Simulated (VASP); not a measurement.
# Au in VASP: further runs

The runs below take Au through single point, with r2SCAN.

Everything below comes from runs of VASP 6.6.1. Logs are shortened: lines on timing, memory, paths and dates and some standing lists are left out, and cuts for length are marked.

### 1 The cell of the first run

The structure is cubic, space group Im-3m (No. 229). The conventional cell has a = 3.580 Å, b = 3.580 Å, c = 3.580 Å, α = 90.00°, β = 90.00°, γ = 90.00°. Au (site symmetry m-3m) has 14 Au at 3.10 to 3.58 Å within 4.1 Å.

This isn't the form of Au at room conditions, which is fcc.

### 2 Single point, r2SCAN (strain +0.080 along x and y, +0.080 along z)

The input, POSCAR:

```
Au
1.0
   -1.7898505200      1.7898505200      1.7898505200
    1.7898505200     -1.7898505200      1.7898505200
    1.7898505200      1.7898505200     -1.7898505200
Au
1
Direct
    0.0000000000      0.0000000000      0.0000000000
```

The input, INCAR.step1:

```
SYSTEM = Au
PREC = Accurate
ENCUT = 520
ISMEAR = 0
SIGMA = 0.15
LREAL = .FALSE.
LASPH = .TRUE.
NELM = 100
NBANDS = 12
GGA = PE
ALGO = Normal
EDIFF = 1E-4
LWAVE = .TRUE.
LCHARG = .FALSE.
```

The input, INCAR.step2:

```
SYSTEM = Au
PREC = Accurate
ENCUT = 520
EDIFF = 1E-6
ISMEAR = 0
SIGMA = 0.15
LREAL = .FALSE.
LASPH = .TRUE.
NELM = 100
ALGO = Normal
ISIF = 2
LWAVE = .FALSE.
LCHARG = .FALSE.
METAGGA = R2SCAN
LMIXTAU = .TRUE.
NBANDS = 12
ISTART = 1
```

The input, KPOINTS:

```
Automatic mesh
0
G
  24 24 24
  0 0 0
```

Potentials or basis: VASP PAW PBE potentials, release 64 (Au).

Launch:

```console
$ cat potpaw_PBE.64/Au/POTCAR > POTCAR
$ cp INCAR.step1 INCAR
$ mpirun -np 1 vasp_std > vasp.out
$ cp INCAR.step2 INCAR
$ mpirun -np 1 vasp_std > vasp.out
```

OUTCAR:

```text
SYSTEM = Au
   PREC = Accurate
   ENCUT = 520
   EDIFF = 1E-6
   ISMEAR = 0
   LREAL = .FALSE.
   LASPH = .TRUE.
   NELM = 100
   ISIF = 2
   METAGGA = R2SCAN
   ISTART = 1

 ion  position               nearest neighbor table
   1  0.000  0.000  0.000-

  LATTYP: Found a body centered cubic cell.
 ALAT       =     3.5797010400

  Lattice vectors:

 A1 = (  -1.7898505200,   1.7898505200,   1.7898505200)
 A2 = (   1.7898505200,  -1.7898505200,   1.7898505200)
 A3 = (   1.7898505200,   1.7898505200,  -1.7898505200)

Analysis of symmetry for initial positions (statically):
=====================================================================
 Subroutine PRICEL returns:
 Original cell was already a primitive cell.

 Routine SETGRP: Setting up the symmetry group for a
 body centered cubic supercell.

 Subroutine GETGRP returns: Found 48 space group operations
 (whereof 48 operations were pure point group operations)
 out of a pool of 48 trial point group operations.

The static configuration has the point symmetry O_h .

Analysis of symmetry for dynamics (positions and initial velocities):
=====================================================================
 Subroutine PRICEL returns:
 Original cell was already a primitive cell.

 Routine SETGRP: Setting up the symmetry group for a
 body centered cubic supercell.

 Subroutine GETGRP returns: Found 48 space group operations
 (whereof 48 operations were pure point group operations)
 out of a pool of 48 trial point group operations.

The dynamic configuration has the point symmetry O_h .

 Subroutine INISYM returns: Found 48 space group operations
 (whereof 48 operations are pure point group operations),
 and found     1 'primitive' translations

----------------------------------------------------------------------------------------

                                     Primitive cell

  volume of cell :      22.9356

  direct lattice vectors                    reciprocal lattice vectors
    -1.789850520  1.789850520  1.789850520     0.000000000  0.279352937  0.279352937
     1.789850520 -1.789850520  1.789850520     0.279352937  0.000000000  0.279352937
     1.789850520  1.789850520 -1.789850520     0.279352937  0.279352937  0.000000000

  length of vectors
     3.100112039  3.100112039  3.100112039     0.395064713  0.395064713  0.395064713

  position of ions in fractional coordinates (direct lattice)
     0.000000000  0.000000000  0.000000000

  ion indices of the primitive-cell ions
   primitive index   ion index
                 1           1

----------------------------------------------------------------------------------------

 KPOINTS: Automatic mesh

Automatic generation of k-mesh.
 Grid dimensions read from file:
 generate k-points for:   24   24   24

 Generating k-lattice:

  Cartesian coordinates                     Fractional coordinates (reciprocal lattice)
     0.000000000  0.011639706  0.011639706     0.041666667  0.000000000  0.000000000
     0.011639706  0.000000000  0.011639706     0.000000000  0.041666667  0.000000000
     0.011639706  0.011639706  0.000000000     0.000000000  0.000000000  0.041666667

  Length of vectors
     0.016461030  0.016461030  0.016461030

  Shift w.r.t. Gamma in fractional coordinates (k-lattice)
     0.000000000  0.000000000  0.000000000

 Subroutine IBZKPT returns following result:
 ===========================================

 Found    413 irreducible k-points:

 Following reciprocal coordinates:
            Coordinates               Weight
  0.000000  0.000000  0.000000      1.000000
  0.041667  0.000000  0.000000     12.000000
  0.083333  0.000000  0.000000     12.000000
  0.125000  0.000000  0.000000     12.000000
  0.166667  0.000000  0.000000     12.000000
  0.208333  0.000000  0.000000     12.000000
[... 16 lines left out ...]
  0.416667  0.041667  0.000000     48.000000
  0.458333  0.041667 -0.000000     48.000000
 [... further k-points ...]
   k-points           NKPTS =    413   k-points in BZ     NKDIM =    413   number of bands    NBANDS=     12
   number of dos      NEDOS =    301   number of ions     NIONS =      1
   total plane-waves  NPLWV =  13824
   dimension x,y,z NGX =    24 NGY =   24 NGZ =   24
   dimension x,y,z NGXF=    48 NGYF=   48 NGZF=   48
   ions per type =               1
   NGX,Y,Z   is equivalent  to a cutoff of  12.87, 12.87, 12.87 a.u.
   NGXF,Y,Z  is equivalent  to a cutoff of  25.74, 25.74, 25.74 a.u.
 SYSTEM =  Au
   PREC   = accura    normal or accurate (medium, high low for compatibility)
   ISTART =      1    job   : 0-new  1-cont  2-samecut
   ICHARG =      0    charge: 1-file 2-atom 10-const
   ISPIN  =      1    spin polarized calculation?
   LNONCOLLINEAR =      F non collinear calculations
   LSORBIT =      F    spin-orbit coupling
   LASPH  =      T    aspherical Exc in radial PAW
   ENCUT  =  520.0 eV  38.22 Ry    6.18 a.u.   5.76  5.76  5.76*2*pi/ulx,y,z
   NELM   =    100;   NELMIN=  2; NELMDL=  0     # of ELM steps
   EDIFF  = 0.1E-05   stopping-criterion for ELM
   LREAL  =      F    real-space projection
   EDIFFG = 0.1E-04   stopping-criterion for IOM
   NSW    =      0    number of steps for IOM
   IBRION =     -1    ionic relax: 0-MD 1-quasi-New 2-CG
   NFREE  =      0    steps in history (QN), initial steepest desc. (CG)
   ISIF   =      2    stress and relaxation
   ISYM   =      2    0-nonsym 1-usesym 2-fastsym
   POTIM  = 0.5000    time-step for ionic-motion
   TEBEG  =    0.0;   TEEND  =   0.0 temperature during run
   PSTRESS=    0.0 pullay stress
   NELECT =      11.0000    total number of electrons
   NUPDOWN=      -1.0000    fix difference up-down
   EMIN   =  10.00;   EMAX   =-10.00  energy-range for DOS
   EFERMI =   0.00;   METHOD = LEGACY
   ISMEAR =     0;   SIGMA  =   0.15  broadening in eV -4-tet -1-fermi 0-gaus
   EFERMI_NEDOS =   21; number of points for ismear=-14 and -15
   IALGO  =     38    algorithm
   IMIX   =      4    mixing-type and parameters
     AMIX     =   0.40;   BMIX     =  1.00
     AMIX_MAG =   1.60;   BMIX_MAG =  1.00
  volume/ion in A,a.u.               =      22.94       154.78
  Fermi-wavevector in a.u.,A,eV,Ry     =   1.281452  2.421593 22.342384  1.642119
  Thomas-Fermi vector in A             =   2.413821
   LORBIT       =      0    0 simple, 1 ext, 2 COOP (PROOUT), +10 PAW based schemes
   METAGGA = R2SCAN    functional components
   LHFCALC =     F    Hartree Fock is set to
   AEXX    =    0.0000 exact exchange contribution
   IVDW    =     0    specifies the selected vdW correction
   LEPSILON=     F    determine dielectric tensor
   LRPA    =     F    only Hartree local field effects (RPA)
 non-spin polarized calculation
 Gauss-broadening in eV      SIGMA  =   0.15
  energy-cutoff  :      520.00
  volume of cell :       22.94
 maximum number of plane-waves:       633
   NGX = 11   NGY = 11   NGZ = 11

 number of electron      10.9999999 magnetization

 Free energy of the ion-electron system (eV)
  ---------------------------------------------------
  ext. energy  EPLUGINS =         0.00000000
  ---------------------------------------------------
  free energy    TOTEN  =       -50.17082321 eV

  energy without entropy =      -50.16695960  energy(sigma->0) =      -50.16889141

 E-fermi :   5.1866     XC(G=0): -11.6206

 val. band max:        5.1496500028   @ k =   0.2917   0.1250   0.0833
 cond. band min:       5.1975806670   @ k =   0.2500   0.2083   0.0417
 fundamental gap:      0.0479306642
 Fermi energy:         5.1865986600

 k-point     1 :       0.0000    0.0000    0.0000
  band No.  band energies     occupation
      1      -2.0882      2.00000
      2       1.3941      2.00000
      3       1.3941      2.00000
      4       1.3941      2.00000
      5       2.5924      2.00000
      6       2.5924      2.00000
      7      22.0886      0.00000
      8      22.0886      0.00000
      9      22.0886      0.00000
     10      25.2027      0.00000
     11      25.2027      0.00000
     12      25.2027      0.00000

 k-point     2 :       0.0417    0.0000    0.0000
  band No.  band energies     occupation
      1      -2.0370      2.00000
      2       1.3822      2.00000
      3       1.3968      2.00000
      4       1.4236      2.00000
      5       2.5787      2.00000
      6       2.5931      2.00000
      7      21.9992      0.00000
      8      22.0840      0.00000
      9      22.1326      0.00000
     10      24.6511      0.00000
     11      24.8853      0.00000
     12      24.9921      0.00000

 k-point     3 :       0.0833    0.0000    0.0000
  band No.  band energies     occupation
      1      -1.8852      2.00000
      2       1.3474      2.00000
      3       1.4047      2.00000
      4       1.5110      2.00000
      5       2.5414      2.00000
      6       2.5952      2.00000
      7      21.5720      0.00000
      8      22.0071      0.00000
      9      22.2611      0.00000
     10      23.6937      0.00000
     11      24.3521      0.00000
     12      24.4242      0.00000
[... 286 lines left out ...]
 k-point    23 :       0.4167    0.0417    0.0000
  band No.  band energies     occupation
      1      -0.0099      2.00000
      2       0.7744      2.00000
      3       2.4664      2.00000
      4       2.6528      2.00000
      5       3.3360      2.00000
      6       4.8321      1.99917
      7       8.7364      0.00000
      8      17.4556      0.00000
      9      17.7953      0.00000
     10      23.8586      0.00000
     11      24.5051      0.00000
     12      27.4228      0.00000

 k-point    24 :       0.4583    0.0417   -0.0000
  band No.  band energies     occupation
      1      -0.0182      2.00000
      2       0.7541      2.00000
      3       2.4843      2.00000
      4       2.6556      2.00000
      5       3.4442      2.00000
      6       5.7698      0.00000
      7       7.5774      0.00000
      8      17.2716      0.00000
      9      17.6516      0.00000
     10      23.9071      0.00000
     11      24.5707      0.00000
     12      27.3357      0.00000

 [... further k-points ...]

------------------------ aborting loop because EDIFF is reached ----------------------------------------

  FORCE on cell =-STRESS in cart. coord.  units (eV):
  Direction    XX          YY          ZZ          XY          YZ          ZX
  --------------------------------------------------------------------------------------
  -------------------------------------------------------------------------------------
  Total       -2.5964907     -2.5964907     -2.5964907      0.0000000      0.0000000      0.0000000
  in kB     -181.3790277   -181.3790277   -181.3790277      0.0000000      0.0000000      0.0000000
  external PRESSURE =    -181.3790277 kB  Pullay stress =       0.0000000 kB

 VOLUME and BASIS-vectors are now :
 -----------------------------------------------------------------------------
  energy-cutoff  :      520.00
  volume of cell :       22.94
      direct lattice vectors                 reciprocal lattice vectors
    -1.789850520  1.789850520  1.789850520     0.000000000  0.279352937  0.279352937
     1.789850520 -1.789850520  1.789850520     0.279352937  0.000000000  0.279352937
     1.789850520  1.789850520 -1.789850520     0.279352937  0.279352937  0.000000000

 POSITION                                       TOTAL-FORCE (eV/Angst)
 -----------------------------------------------------------------------------------
      0.00000      0.00000      0.00000        -0.000000     -0.000000      0.000000
 -----------------------------------------------------------------------------------
    total drift:                                0.000000      0.000000     -0.000000

  FREE ENERGIE OF THE ION-ELECTRON SYSTEM (eV)
  ---------------------------------------------------
  free  energy   TOTEN  =       -50.1708232138 eV

  energy  without entropy=      -50.1669595978  energy(sigma->0) =      -50.16889141
```

It took 3.6 min on 1 thread of Intel Xeon Platinum 8259CL at 2.50GHz (Skylake/Cascade Lake), shared host; peak memory 0.23 GiB.

Results:

```
Free energy            : -50.1708 eV
Pressure               : -18.1 GPa
Band gap on the k mesh : zero (an odd number of electrons rules out a gap without spin polarisation)
```

Levels at points of the mesh, in eV from the Fermi level:
```tsv
k point	band 2	band 3	band 4	band 5	band 6	band 7	band 8	band 9
(0.00, 0.00, 0.00)	-3.79	-3.79	-3.79	-2.59	-2.59	16.90	16.90	16.90
(0.50, 0.00, 0.00)	-4.44	-2.70	-2.51	-1.66	0.69	2.14	12.34	12.45
(0.50, 0.50, 0.50)	-4.90	-1.89	-1.89	-1.89	6.26	6.26	6.26	6.78
```

Caveat: the cell differs from its parent crystal (strain +0.080 along x and y, +0.080 along z); the cell stands under tension; the PAW data sets were made with another functional, which shifts forces and pressure a little; spin-orbit coupling is left out, which moves the levels of the heavy elements.

### 3 Single point, r2SCAN (strain -0.080 along x and y, -0.040 along z)

The input, POSCAR:

```
Au
1.0
   -1.5246874800      1.5246874800      1.5909782400
    1.5246874800     -1.5246874800      1.5909782400
    1.5246874800      1.5246874800     -1.5909782400
Au
1
Direct
    0.0000000000      0.0000000000      0.0000000000
```

The input, INCAR.step1:

```
SYSTEM = Au
  PREC = Accurate
  ENCUT = 520
  ISMEAR = 0
  SIGMA = 0.15
  LREAL = .FALSE.
  LASPH = .TRUE.
  NELM = 100
  NBANDS = 12
  GGA = PE
  ALGO = Normal
  EDIFF = 1E-4
  LWAVE = .TRUE.
  LCHARG = .FALSE.
```

The input, INCAR.step2:

```
SYSTEM = Au
  PREC = Accurate
  ENCUT = 520
  EDIFF = 1E-7
  ISMEAR = 0
  SIGMA = 0.15
  LREAL = .FALSE.
  LASPH = .TRUE.
  NELM = 100
  ALGO = Normal
  ISIF = 2
  LWAVE = .FALSE.
  LCHARG = .TRUE.
  METAGGA = R2SCAN
  LMIXTAU = .TRUE.
  LELF = .TRUE.
  LVHAR = .TRUE.
  NBANDS = 12
  ISTART = 1
```

The input, KPOINTS:

```
regular mesh
0
G
  24 24 24
  0 0 0
```

Potentials or basis: VASP PAW PBE potentials, release 64 (Au).

Launch:

```console
$ cat potpaw_PBE.64/Au/POTCAR > POTCAR
$ cp INCAR.step1 INCAR
$ mpirun -np 1 vasp_std > vasp.out
$ cp INCAR.step2 INCAR
$ mpirun -np 1 vasp_std > vasp.out
```

It took 8.8 min on 1 thread of Intel Xeon Platinum 8259CL at 2.50GHz (Skylake/Cascade Lake), shared host; peak memory 0.29 GiB.

The run converged. Its results:

| Item | Value |
| --- | --- |
| Free energy | -50.2527 eV |
| Pressure | 44.5 GPa |
| Band gap on the k mesh | zero (an odd number of electrons rules out a gap without spin polarisation) |

Stress tensor (GPa, compression positive):
```
44.46  0.00  0.00
 0.00 44.46  0.00
 0.00  0.00 44.64
```

Levels at points of the mesh, in eV from the Fermi level:
```tsv
k point	band 3	band 4	band 5	band 6	band 7	band 8	band 9	band 10
(0.00, 0.00, 0.00)	-6.18	-5.83	-3.82	-3.40	16.77	17.62	17.62	26.83
(0.50, 0.00, 0.00)	-3.99	-3.28	-1.52	-1.26	4.53	13.27	16.03	24.30
(0.50, 0.50, 0.00)	-3.46	-3.16	-1.43	-0.98	4.95	12.73	14.92	24.13
(0.50, 0.50, 0.50)	-2.08	-1.95	-1.95	5.90	7.28	7.28	11.99	18.06
```

Caveat: the cell differs from its parent crystal (strain -0.080 along x and y, -0.040 along z); the cell stands under pressure; the PAW data sets were made with another functional, which shifts forces and pressure a little; spin-orbit coupling is left out, which moves the levels of the heavy elements.
